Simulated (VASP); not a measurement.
Write the native input for VASP 6.6.1 that does the following.

| Quantity | Value |
| --- | --- |
| Task | single point |
| Functional | r2SCAN |
| Potentials or basis | VASP PAW PBE potentials, release 64 (Zn, Cu_sv_GW) |
| Cutoff | 900 eV |
| k mesh | 9 × 9 × 9 |
| Occupations | fermi-dirac, width 0.05 eV |
| Spin | no spin polarisation |
| Dipole correction | no |
| Further INCAR settings | ALGO = Normal; EDIFF = 1e-06; NBANDS = 22 |

ZnCu:

```
Zn Cu
1.0
     2.92523    0.00000    0.00000
     0.00000    2.92523    0.00000
     0.00000    0.00000    2.92523
Zn Cu
1 1
Direct
  0.50000 0.50000 0.50000
  0.00000 0.00000 0.00000
```

One way to write it, as run:

POSCAR

```
ZnCu
1.0
    2.9252343038      0.0000000000      0.0000000000
    0.0000000000      2.9252343038      0.0000000000
    0.0000000000      0.0000000000      2.9252343038
Zn Cu
1 1
Direct
    0.5000000000      0.5000000000      0.5000000000
    0.0000000000      0.0000000000      0.0000000000
```

INCAR.step1

```
PREC = Accurate
ENCUT = 900
ISMEAR = -1
SIGMA = 0.05
LREAL = F
LASPH = T
NELM = 120
NBANDS = 22
GGA = PE
ALGO = Normal
EDIFF = 1E-5
LWAVE = T
LCHARG = F
GGA_COMPAT = F
```

INCAR.step2

```
PREC = Accurate
ENCUT = 900
EDIFF = 1E-6
ISMEAR = -1
SIGMA = 0.05
LREAL = F
LASPH = T
NELM = 120
ALGO = Normal
ISIF = 2
LWAVE = F
LCHARG = F
METAGGA = R2SCAN
LMIXTAU = T
NBANDS = 22
ISTART = 1
GGA_COMPAT = F
```

KPOINTS

```
Automatic mesh
0
Gamma
  9 9 9
```

Potentials or basis: VASP PAW PBE potentials, release 64 (Zn, Cu_sv_GW).

Launch:

```bash
$ cat potpaw_PBE.64/Zn/POTCAR potpaw_PBE.64/Cu_sv_GW/POTCAR > POTCAR
$ cp INCAR.step1 INCAR
$ mpirun -np 1 vasp_std > vasp.out
$ cp INCAR.step2 INCAR
$ mpirun -np 1 vasp_std > vasp.out
```

It gave:

The pressure is -0.4 GPa and the band gap on the k mesh is zero (an odd number of electrons rules out a gap without spin polarisation).

Caveat: the PAW data sets were made with another functional, which shifts forces and pressure a little.

Run time: 3 min on 1 thread of Intel(R) Xeon(R) Platinum 8259CL CPU @ 2.50GHz (Skylake/Cascade Lake), on a shared host, peak memory 0.22 GiB.
